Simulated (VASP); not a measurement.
# Sn (I4/mmm) in VASP: further runs

The runs below take Sn through single point, with RPBE+D3(BJ), PBEsol+D4, RPBE+D4.

Everything below comes from runs of VASP 6.6.1. Logs are shortened: lines on timing, memory, paths and dates and some standing lists are left out, and cuts for length are marked.

**1. The cell of the first run**

Symmetry: I4/mmm, No. 139, tetragonal system. The conventional cell has a = 3.602 Å, b = 3.602 Å, c = 3.188 Å, α = 90.00°, β = 90.00°, γ = 90.00°. Sn (site symmetry 4/mmm) has 14 Sn at 3.00 to 3.60 Å within 4.0 Å.

**2. Single point, RPBE+D3(BJ)**

Contents of INCAR:

```
  PREC = Accurate
  ENCUT = 520
  EDIFF = 1E-7
  ISMEAR = -1
  SIGMA = 0.05
  LREAL = F
  LASPH = T
  NELM = 80
  ALGO = Normal
  ISIF = 2
  LWAVE = F
  LCHARG = F
  GGA = RP
  IVDW = 12
  NBANDS = 13
```

Contents of KPOINTS:

```
Automatic mesh
0
Gamma
  10 10 10
```

Contents of POSCAR:

```
Sn
1.0
   -1.8012446209      1.8012446209      1.5937682414
    1.8012446209     -1.8012446209      1.5937682414
    1.8012446209      1.8012446209     -1.5937682414
Sn
1
Direct
    0.0000000000      0.0000000000      0.0000000000
```

Potentials or basis: VASP PAW PBE potentials, release 64 (Sn_d).

Launch:

```sh
$ cat potpaw_PBE.64/Sn_d/POTCAR > POTCAR
$ mpirun -np 1 vasp_std > vasp.out
```

OUTCAR:

```text
PREC = Accurate
   ENCUT = 520
   EDIFF = 1E-7
   ISMEAR = -1
   LREAL = F
   LASPH = T
   NELM = 80
   ISIF = 2
   GGA = RP
   IVDW = 12
 IVDW          = 12

 ion  position               nearest neighbor table
   1  0.000  0.000  0.000-

  LATTYP: Found a body centered tetragonal cell.
 ALAT       =     3.6024892418
 C/A-ratio  =     0.8848149901

  Lattice vectors:

 A1 = (  -1.8012446209,   1.8012446209,   1.5937682414)
 A2 = (   1.8012446209,  -1.8012446209,   1.5937682414)
 A3 = (   1.8012446209,   1.8012446209,  -1.5937682414)

Analysis of symmetry for initial positions (statically):
=====================================================================
 Subroutine PRICEL returns:
 Original cell was already a primitive cell.

 Routine SETGRP: Setting up the symmetry group for a
 body centered tetragonal supercell.

 Subroutine GETGRP returns: Found 16 space group operations
 (whereof 16 operations were pure point group operations)
 out of a pool of 16 trial point group operations.

The static configuration has the point symmetry D_4h.

Analysis of symmetry for dynamics (positions and initial velocities):
=====================================================================
 Subroutine PRICEL returns:
 Original cell was already a primitive cell.

 Routine SETGRP: Setting up the symmetry group for a
 body centered tetragonal supercell.

 Subroutine GETGRP returns: Found 16 space group operations
 (whereof 16 operations were pure point group operations)
 out of a pool of 16 trial point group operations.

The dynamic configuration has the point symmetry D_4h.

 Subroutine INISYM returns: Found 16 space group operations
 (whereof 16 operations are pure point group operations),
 and found     1 'primitive' translations

----------------------------------------------------------------------------------------

                                     Primitive cell

  volume of cell :      20.6838

  direct lattice vectors                    reciprocal lattice vectors
    -1.801244621  1.801244621  1.593768241     0.000000000  0.277585839  0.313721899
     1.801244621 -1.801244621  1.593768241     0.277585839  0.000000000  0.313721899
     1.801244621  1.801244621 -1.593768241     0.277585839  0.277585839  0.000000000

  length of vectors
[... 83 lines left out ...]
   NSW    =      0    number of steps for IOM
   IBRION =     -1    ionic relax: 0-MD 1-quasi-New 2-CG
   NFREE  =      0    steps in history (QN), initial steepest desc. (CG)
   ISIF   =      2    stress and relaxation
   ISYM   =      2    0-nonsym 1-usesym 2-fastsym
   POTIM  = 0.5000    time-step for ionic-motion
   TEBEG  =    0.0;   TEEND  =   0.0 temperature during run
   PSTRESS=    0.0 pullay stress
   NELECT =      14.0000    total number of electrons
   NUPDOWN=      -1.0000    fix difference up-down
   EMIN   =  10.00;   EMAX   =-10.00  energy-range for DOS
   EFERMI =   0.00;   METHOD = LEGACY
   ISMEAR =    -1;   SIGMA  =   0.05  broadening in eV -4-tet -1-fermi 0-gaus
   EFERMI_NEDOS =   21; number of points for ismear=-14 and -15
   IALGO  =     38    algorithm
   IMIX   =      4    mixing-type and parameters
     AMIX     =   0.40;   BMIX     =  1.00
     AMIX_MAG =   1.60;   BMIX_MAG =  1.00
  volume/ion in A,a.u.               =      20.68       139.58
  Fermi-wavevector in a.u.,A,eV,Ry     =   1.437388  2.716269 28.110780  2.066084
  Thomas-Fermi vector in A             =   2.556471
   LORBIT       =      0    0 simple, 1 ext, 2 COOP (PROOUT), +10 PAW based schemes
   GGA     = RP    functional components
   LHFCALC =     F    Hartree Fock is set to
   AEXX    =    0.0000 exact exchange contribution
   IVDW    =    12    specifies the selected vdW correction
   LEPSILON=     F    determine dielectric tensor
   LRPA    =     F    only Hartree local field effects (RPA)
 non-spin polarized calculation
  energy-cutoff  :      520.00
  volume of cell :       20.68
 maximum number of plane-waves:       574
 NGX is ok and might be reduce to    24
   NGX = 11   NGY = 11   NGZ = 11

 number of electron      13.9999997 magnetization

 Free energy of the ion-electron system (eV)
  ---------------------------------------------------
  ext. energy  EPLUGINS =         0.00000000
  ---------------------------------------------------
  free energy    TOTEN  =        -2.87692382 eV

  energy without entropy =       -2.87363652  energy(sigma->0) =       -2.87528017

 E-fermi :  12.0176     XC(G=0): -11.6417

 val. band max:       12.0088876747   @ k =  -0.4000   0.2000  -0.0000
 cond. band min:      12.0558207693   @ k =  -0.3000  -0.4000   0.3000
 fundamental gap:      0.0469330945
 Fermi energy:        12.0176481615

 k-point     1 :       0.0000    0.0000    0.0000
  band No.  band energies     occupation
      1      -9.9940      2.00000
      2      -9.8899      2.00000
      3      -9.8899      2.00000
      4      -9.7322      2.00000
      5      -9.5912      2.00000
      6      -1.3908      2.00000
      7      21.6797      0.00000
      8      21.6797      0.00000
      9      24.1073      0.00000
     10      24.8834      0.00000
     11      24.8834      0.00000
     12      25.0529      0.00000
     13      26.0280      0.00000
[... 354 lines left out ...]
  band No.  band energies     occupation
      1      -9.9803      2.00000
      2      -9.7959      2.00000
      3      -9.7255      2.00000
      4      -9.6372      2.00000
      5      -9.5917      2.00000
      6       5.6680      2.00000
      7       8.6163      2.00000
      8      10.0111      2.00000
      9      17.1472      0.00000
     10      23.6536      0.00000
     11      25.6106      0.00000
     12      28.6285      0.00000
     13      31.3034      0.00000

 [... further k-points ...]

------------------------ aborting loop because EDIFF is reached ----------------------------------------

 Edisp (eV)   -2.99850

 E8    (eV) :    -2.1052

  FORCE on cell =-STRESS in cart. coord.  units (eV):
  Direction    XX          YY          ZZ          XY          YZ          ZX
  --------------------------------------------------------------------------------------
  -------------------------------------------------------------------------------------
  Total      -0.00681    -0.00681    -0.00424     0.00000     0.00000     0.00000
  in kB      -0.52777    -0.52777    -0.32861     0.00000     0.00000     0.00000
  external pressure =       -0.46 kB  Pullay stress =        0.00 kB

 VOLUME and BASIS-vectors are now :
 -----------------------------------------------------------------------------
  energy-cutoff  :      520.00
  volume of cell :       20.68
      direct lattice vectors                 reciprocal lattice vectors
    -1.801244621  1.801244621  1.593768241     0.000000000  0.277585839  0.313721899
     1.801244621 -1.801244621  1.593768241     0.277585839  0.000000000  0.313721899
     1.801244621  1.801244621 -1.593768241     0.277585839  0.277585839  0.000000000

 POSITION                                       TOTAL-FORCE (eV/Angst)
 -----------------------------------------------------------------------------------
      0.00000      0.00000      0.00000        -0.000000     -0.000000      0.000000
 -----------------------------------------------------------------------------------
    total drift:                               -0.000000      0.000000      0.000000

  FREE ENERGIE OF THE ION-ELECTRON SYSTEM (eV)
  ---------------------------------------------------
  free  energy   TOTEN  =        -5.8754260674 eV

  energy  without entropy=       -5.8721387692  energy(sigma->0) =       -5.87378242
```

OSZICAR:

```text
N       E                     dE             d eps       ncg     rms          rms(c)
DAV:   1     0.825542485173E+02    0.82554E+02   -0.70979E+03  2784   0.176E+03
DAV:   2     0.231662466543E+01   -0.80238E+02   -0.77204E+02  2882   0.355E+02
DAV:   3    -0.280946285489E+01   -0.51261E+01   -0.51016E+01  3130   0.713E+01
DAV:   4    -0.290185073316E+01   -0.92388E-01   -0.92368E-01  3170   0.100E+01
DAV:   5    -0.290457980673E+01   -0.27291E-02   -0.27290E-02  3346   0.168E+00    0.231E+00
DAV:   6    -0.288596027294E+01    0.18620E-01   -0.10296E-02  3395   0.213E+00    0.132E+00
DAV:   7    -0.287717511511E+01    0.87852E-02   -0.83752E-03  3381   0.187E+00    0.132E-01
DAV:   8    -0.287692888972E+01    0.24623E-03   -0.85292E-04  3293   0.518E-01    0.249E-02
DAV:   9    -0.287692463944E+01    0.42503E-05   -0.20410E-05  3686   0.692E-02    0.119E-02
DAV:  10    -0.287692379016E+01    0.84928E-06   -0.12802E-06  3276   0.125E-02    0.424E-04
DAV:  11    -0.287692392064E+01   -0.13048E-06   -0.22103E-08  2296   0.186E-03    0.267E-04
DAV:  12    -0.287692379960E+01    0.12104E-06   -0.11368E-08  1746   0.193E-03    0.348E-05
DAV:  13    -0.287692381563E+01   -0.16029E-07   -0.16851E-09  1606   0.555E-04
   1 F= -.58754261E+01 E0= -.58737824E+01  d E =-.328730E-02
```

Run time: 22 s. Hardware: 1 thread of Intel Xeon 8259CL, shared host; peak memory 0.16 GiB.

Results:

| Property | Result |
| --- | --- |
| Free energy | -5.8754 eV |
| Pressure | 0.0 GPa |
| Band gap on the k mesh | zero (bands 7 and 8 overlap by 12.83 eV) |
| Dispersion energy per atom | -2.998 eV |

Levels at points of the mesh, in eV from the Fermi level:
```
           k point  band 3  band 4  band 5  band 6  band 7  band 8  band 9  band 10  band 11  band 12
(0.00, 0.00, 0.00)  -21.91  -21.75  -21.61  -13.41    9.66    9.66   12.09    12.87    12.87    13.04
(0.50, 0.00, 0.00)  -21.68  -21.59  -21.47   -6.29   -5.87    4.07    5.47     8.54     9.07    16.14
(0.50, 0.50, 0.00)  -21.76  -21.68  -21.49   -7.50   -6.32    6.25    8.11    11.05    11.43    15.13
(0.50, 0.50, 0.50)  -21.53  -21.53  -21.48   -1.79   -1.79   -1.26    1.32     3.01     5.32    19.86
```

Caveat: the PAW data sets were made with another functional, which shifts forces and pressure a little; spin-orbit coupling is left out, which moves the levels of the heavy elements.

**3. Single point, PBEsol+D4**

This run uses another cell than the first one, of 25.54 Å³/atom.

Contents of INCAR:

```
SYSTEM = Sn
  PREC = Accurate
  ENCUT = 520
  EDIFF = 1E-6
  ISMEAR = -1
  SIGMA = 0.05
  LREAL = .False.
  LASPH = .True.
  NELM = 60
  ALGO = Normal
  ISIF = 2
  LWAVE = .False.
  LCHARG = .False.
  GGA = PS
  IVDW = 13
  NBANDS = 13
```

Contents of KPOINTS:

```
Automatic mesh
0
Gamma
  10 10 10
  0 0 0
```

Contents of POSCAR:

```
Sn
1.0
   -1.9695879989      1.9695879989      1.6457547176
    1.9695879989     -1.9695879989      1.6457547176
    1.9695879989      1.9695879989     -1.6457547176
Sn
1
Direct
    0.0000000000      0.0000000000      0.0000000000
```

Potentials or basis: VASP PAW PBE potentials, release 64 (Sn_d).

Launch:

```sh
$ cat potpaw_PBE.64/Sn_d/POTCAR > POTCAR
$ mpirun -np 1 vasp_std > vasp.out
```

Run time: 19 s. Hardware: 1 thread of Intel Xeon 8259CL, shared host; peak memory 0.16 GiB.

The run converged. Its results:

* Free energy: -4.4937 eV
* Pressure: -0.1 GPa
* Band gap on the k mesh: zero (bands 7 and 8 overlap by 9.69 eV)
* Dispersion energy per atom: -0.261 eV

Levels at points of the mesh, in eV from the Fermi level:
| k point | band 4 | band 5 | band 6 | band 7 | band 8 | band 9 | band 10 | band 11 |
| --- | --- | --- | --- | --- | --- | --- | --- | --- |
| (0.00, 0.00, 0.00) | -21.38 | -21.26 | -11.56 | 7.42 | 7.42 | 9.90 | 10.92 | 12.14 |
| (0.50, 0.00, 0.00) | -21.23 | -21.19 | -5.88 | -4.52 | 3.29 | 4.62 | 7.61 | 7.67 |
| (0.50, 0.50, 0.00) | -21.31 | -21.21 | -7.33 | -5.03 | 5.88 | 7.98 | 10.62 | 10.97 |
| (0.50, 0.50, 0.50) | -21.22 | -21.19 | -2.96 | -1.60 | -1.60 | 2.26 | 3.06 | 5.93 |

Caveat: the PAW data sets were made with another functional, which shifts forces and pressure a little; spin-orbit coupling is left out, which moves the levels of the heavy elements.

**4. Single point, RPBE+D4**

This run uses another cell than the first one, of 26.28 Å³/atom.

Contents of INCAR:

```
PREC     = Accurate       # precision mode
ENCUT    = 520            # plane-wave cutoff, eV
EDIFF    = 1E-6           # SCF threshold, eV
ISMEAR   = -1             # smearing method
SIGMA    = 0.05           # smearing width, eV
LREAL    = F              # projectors in reciprocal space
LASPH    = T              # aspherical terms in the spheres
NELM     = 80             # most SCF steps
ALGO     = Normal         # electronic algorithm
ISIF     = 2              # what is computed and relaxed
LWAVE    = F              # write WAVECAR
LCHARG   = F              # write CHGCAR
GGA      = RP             # functional
IVDW     = 13             # dispersion correction
NBANDS   = 13             # bands
```

Contents of KPOINTS:

```
regular mesh
0
Gamma
  10 10 10
```

Contents of POSCAR:

```
Sn
1.0
   -1.9863010891      1.9863010891      1.6655246267
    1.9863010891     -1.9863010891      1.6655246267
    1.9863010891      1.9863010891     -1.6655246267
Sn
1
Direct
    0.0000000000      0.0000000000      0.0000000000
```

Potentials or basis: VASP PAW PBE potentials, release 64 (Sn_d).

Launch:

```sh
$ cat potpaw_PBE.64/Sn_d/POTCAR > POTCAR
$ mpirun -np 1 vasp_std > vasp.out
```

OUTCAR:

```text
PREC = Accurate
   ENCUT = 520
   EDIFF = 1E-6
   ISMEAR = -1
   LREAL = F
   LASPH = T
   NELM = 80
   ISIF = 2
   GGA = RP
   IVDW = 13

 ion  position               nearest neighbor table
   1  0.000  0.000  0.000-

  LATTYP: Found a body centered tetragonal cell.
 ALAT       =     3.9726021782
 C/A-ratio  =     0.8385056202

  Lattice vectors:

 A1 = (  -1.9863010891,   1.9863010891,   1.6655246267)
 A2 = (   1.9863010891,  -1.9863010891,   1.6655246267)
 A3 = (   1.9863010891,   1.9863010891,  -1.6655246267)

Analysis of symmetry for initial positions (statically):
=====================================================================
 Subroutine PRICEL returns:
 Original cell was already a primitive cell.

 Routine SETGRP: Setting up the symmetry group for a
 body centered tetragonal supercell.

 Subroutine GETGRP returns: Found 16 space group operations
 (whereof 16 operations were pure point group operations)
 out of a pool of 16 trial point group operations.

The static configuration has the point symmetry D_4h.
[... 166 lines left out ...]
  band No.  band energies     occupation
      1     -13.0735      2.00000
      2     -13.0018      2.00000
      3     -13.0018      2.00000
      4     -12.9726      2.00000
      5     -12.8635      2.00000
      6      -2.7267      2.00000
      7      15.8867      0.00000
      8      15.8867      0.00000
      9      18.2074      0.00000
     10      19.3013      0.00000
     11      20.5564      0.00000
     12      21.0472      0.00000
     13      21.0472      0.00000
[... 354 lines left out ...]
  band No.  band energies     occupation
      1     -13.0490      2.00000
      2     -12.9585      2.00000
      3     -12.9294      2.00000
      4     -12.8933      2.00000
      5     -12.8690      2.00000
      6       2.6161      2.00000
      7       5.8918      2.00000
      8       7.3312      2.00000
      9      13.1237      0.00000
     10      18.1544      0.00000
     11      20.2236      0.00000
     12      24.3638      0.00000
     13      25.2770      0.00000

 [... further k-points ...]

------------------------ aborting loop because EDIFF is reached ----------------------------------------

  DFT-D4 for vdW energy calculation

  Edisp (eV):   -0.78740

  FORCE on cell =-STRESS in cart. coord.  units (eV):
  Direction    XX          YY          ZZ          XY          YZ          ZX
  --------------------------------------------------------------------------------------
  -------------------------------------------------------------------------------------
  Total      -0.00180    -0.00180     0.00060     0.00000     0.00000     0.00000
  in kB      -0.10985    -0.10985     0.03654     0.00000     0.00000     0.00000
  external pressure =       -0.06 kB  Pullay stress =        0.00 kB

 VOLUME and BASIS-vectors are now :
 -----------------------------------------------------------------------------
  energy-cutoff  :      520.00
  volume of cell :       26.28
      direct lattice vectors                 reciprocal lattice vectors
    -1.986301089  1.986301089  1.665524627     0.000000000  0.251724174  0.300205708
     1.986301089 -1.986301089  1.665524627     0.251724174  0.000000000  0.300205708
     1.986301089  1.986301089 -1.665524627     0.251724174  0.251724174  0.000000000

 POSITION                                       TOTAL-FORCE (eV/Angst)
 -----------------------------------------------------------------------------------
      0.00000      0.00000      0.00000         0.000000      0.000000      0.000000
 -----------------------------------------------------------------------------------
    total drift:                                0.000000      0.000000     -0.000000

  FREE ENERGIE OF THE ION-ELECTRON SYSTEM (eV)
  ---------------------------------------------------
  free  energy   TOTEN  =        -4.1735536759 eV

  energy  without entropy=       -4.1687344114  energy(sigma->0) =       -4.17114404
```

stdout:

```text
POSCAR found type information on POSCAR Sn
 POSCAR found :  1 types and       1 ions
 scaLAPACK will be used
 -----------------------------------------------------------------------------
|                                                                             |
|                                                                             |
|     You enforced a specific xc type in the INCAR file but a different       |
|     I HOPE YOU KNOW WHAT YOU ARE DOING!                                     |
|                                                                             |
 -----------------------------------------------------------------------------

 LDA part: xc-table for (Slater+PW92), standard interpolation
 POSCAR, INCAR and KPOINTS ok, starting setup
 FFT: planning ... GRIDC
 FFT: planning ... GRID_SOFT
 FFT: planning ... GRID
 WAVECAR not read
 entering main loop
```

Run time: 20 s. Hardware: 1 thread of Intel Xeon 8259CL, shared host; peak memory 0.16 GiB.

What came out:

```yaml
Free_energy: -4.1736 eV
Pressure: 0.0 GPa
Band_gap_on_the_k_mesh: zero (bands 7 and 8 overlap by 9.50 eV)
Dispersion_energy_per_atom: -0.787 eV
```

Levels at points of the mesh, in eV from the Fermi level:
```
           k point  band 3  band 4  band 5  band 6  band 7  band 8  band 9  band 10  band 11  band 12
(0.00, 0.00, 0.00)  -21.59  -21.56  -21.45  -11.31    7.30    7.30    9.62    10.72    11.97    12.46
(0.50, 0.00, 0.00)  -21.49  -21.43  -21.39   -5.83   -4.39    3.25    4.59     7.44     7.53    14.11
(0.50, 0.50, 0.00)  -21.54  -21.49  -21.40   -7.21   -4.87    5.73    7.80    10.31    10.72    12.25
(0.50, 0.50, 0.50)  -21.42  -21.42  -21.38   -2.97   -1.52   -1.52    2.19     3.06     5.75    18.93
```

Caveat: the PAW data sets were made with another functional, which shifts forces and pressure a little; spin-orbit coupling is left out, which moves the levels of the heavy elements.

**5. The runs side by side**

| level | cell | gap on the mesh (eV) | pressure (GPa) |
| --- | --- | --- | --- |
| RPBE+D3(BJ) | a = 3.005 Å, angles 106.3, 106.3, 115.9°, 1 atom | none | 0.0 |
| PBEsol+D4 | a = 3.235 Å, angles 105.0, 105.0, 118.8°, 1 atom | none | -0.1 |
| RPBE+D4 | a = 3.266 Å, angles 105.1, 105.1, 118.7°, 1 atom | none | 0.0 |

Alike in all rows: task single point; potentials or basis VASP PAW PBE potentials, release 64 (Sn_d); no spin polarisation; k mesh 10 × 10 × 10; cutoff (eV) 520; smearing fermi-dirac 0.05 eV.

Caveats: the PAW data sets were made with another functional, which shifts forces and pressure a little; spin-orbit coupling is left out, which moves the levels of the heavy elements.

Total energies depend on the potentials used, so only differences within one code and one set of settings carry meaning.
